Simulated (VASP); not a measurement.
The system is Ag.

```
Ag
1.0
     2.93000    0.00000    0.00000
    -1.46500    2.53745    0.00000
     0.00000    0.00000    4.79000
Ag
2
Direct
  0.33333 0.66667 0.25000
  0.66667 0.33333 0.75000
```

This isn't the form of Ag at room conditions, which is fcc.

Base run:

- Program: VASP 6.6.1
- Functional: r2SCAN
- Potentials or basis: VASP PAW PBE potentials, release 64 (Ag)
- Cutoff: 520 eV
- k mesh: 18 × 18 × 10
- Occupations: fermi-dirac, width 0.05 eV
- Spin: no spin polarisation

Its results: band gap on the k mesh zero (bands 11 and 12 overlap by 7.83 eV); pressure -2.5 GPa.

Question: The run is repeated on the same cell with these changes: functional from r2SCAN to LDA; potentials or basis from VASP PAW PBE potentials, release 64 (Ag) to VASP PAW LDA potentials, release 64 (Ag). What comes out?

Answer: Band gap on the k mesh zero (bands 11 and 12 overlap by 7.27 eV); pressure -10.5 GPa.

Caveats: the PAW data sets were made with another functional, which shifts forces and pressure a little (at least some runs); the cell stands under tension (at least some runs).
